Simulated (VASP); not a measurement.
Ti3Al, 4 atoms in the cell. The structure is cubic, space group Fm-3m (No. 225). Conventional cell: a = 6.464 Å, b = 6.464 Å, c = 6.464 Å, α = 90.00°, β = 90.00°, γ = 90.00°. Ti (site symmetry -43m) has 10 Ti at 2.80 to 3.23 Å and 4 Al at 2.80 Å within 3.7 Å. Ti (site symmetry m-3m) has 8 Ti at 2.80 Å and 6 Al at 3.23 Å within 3.7 Å. Al (site symmetry m-3m) has 14 Ti at 2.80 to 3.23 Å within 3.7 Å. 

```yaml
Program: VASP 6.6.1
Task: single point
Functional: r2SCAN
Dispersion: rVV10
Potentials_or_basis: VASP PAW PBE potentials, release 64 (Ti_sv, Al)
Cutoff: 520 eV
k_mesh: 6 × 6 × 6
Occupations: gaussian, width 0.1 eV
Spin: no spin polarisation
Dipole_correction: no
Further_INCAR_settings: ALGO = Normal; EDIFF = 1e-06; NBANDS = 28
```

Potentials or basis: VASP PAW PBE potentials, release 64 (Ti_sv, Al).

The run is started by

```console
$ cat potpaw_PBE.64/Ti_sv/POTCAR potpaw_PBE.64/Al/POTCAR > POTCAR
$ cp INCAR.step1 INCAR
$ mpirun -np 1 vasp_std > vasp.out
$ cp INCAR.step2 INCAR
$ mpirun -np 1 vasp_std > vasp.out
```

Hardware: 1 thread of AMD EPYC 7R43 64-Core Processor (Zen 3) (shared host).

Question: How long does it take, and how much memory?

Answer: It took 6.3 min on 1 thread of AMD EPYC 7R43 64-Core Processor (Zen 3), with other jobs on the host, peak memory 0.35 GiB. Counts: k points 16.
